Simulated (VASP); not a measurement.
Here is a VASP 6.6.1 calculation.

INCAR

```
SYSTEM = Ti12S
PREC = Accurate
ENCUT = 520
EDIFF = 1E-6
ISMEAR = 0
SIGMA = 0.1
LREAL = .False.
LASPH = .True.
NELM = 80
ALGO = Normal
ISIF = 2
LWAVE = .False.
LCHARG = .True.
LDIPOL = .True.
IDIPOL = 3
DIPOL = 0.5 0.5 0.328
GGA = PE
LELF = .True.
LVHAR = .True.
LVACPOTAV = .True.
NBANDS = 87
```

The input KPOINTS:

```
regular mesh
0
Gamma
  6 6 1
  0 0 0
```

Contents of POSCAR:

```
Ti12S
1.0
    5.8150893850      0.0000000000      0.0000000000
   -2.9075446925      5.0360151327      0.0000000000
    0.0000000000      0.0000000000     19.9935258820
Ti S
12 1
Direct
    0.3333333333      0.1666666667      0.2000647621
    0.3333333333      0.6666666667      0.2000647621
    0.8333333333      0.1666666667      0.2000647621
    0.8333333333      0.6666666667      0.2000647621
    0.1666666667      0.3333333333      0.3124429305
    0.1666666667      0.8333333333      0.3124429305
    0.6666666667      0.3333333333      0.3124429305
    0.6666666667      0.8333333333      0.3124429305
    0.0000000000      0.0000000000      0.4248138088
    0.0000000000      0.5000000000      0.4248138088
    0.5000000000      0.0000000000      0.4248138088
    0.5000000000      0.5000000000      0.4248138088
    0.1666666667      0.3333333333      0.5117386624
```

Potentials or basis: VASP PAW PBE potentials, release 64 (Ti_sv, S).

Run with:

```sh
$ cat potpaw_PBE.64/Ti_sv/POTCAR potpaw_PBE.64/S/POTCAR > POTCAR
$ mpirun -np 1 vasp_std > vasp.out
```

**Question.** What does it give for the largest force?

**Answer.** 0.341 eV/Å.

**Question.** What does it give for the band gap on the k mesh?

**Answer.** Zero (bands 75 and 76 overlap by 0.63 eV).

Forces on the atoms (eV/Å):
```
Ti   0.019 -0.011  0.032
Ti   0.000  0.022  0.032
Ti  -0.019 -0.011  0.032
Ti   0.000  0.000  0.103
Ti   0.000  0.000 -0.208
Ti   0.062  0.036 -0.252
Ti   0.000 -0.072 -0.252
Ti  -0.062  0.036 -0.252
Ti   0.000  0.117  0.321
Ti   0.101 -0.058  0.321
Ti   0.000  0.000 -0.214
Ti  -0.101 -0.058  0.321
S    0.000  0.000  0.016
```
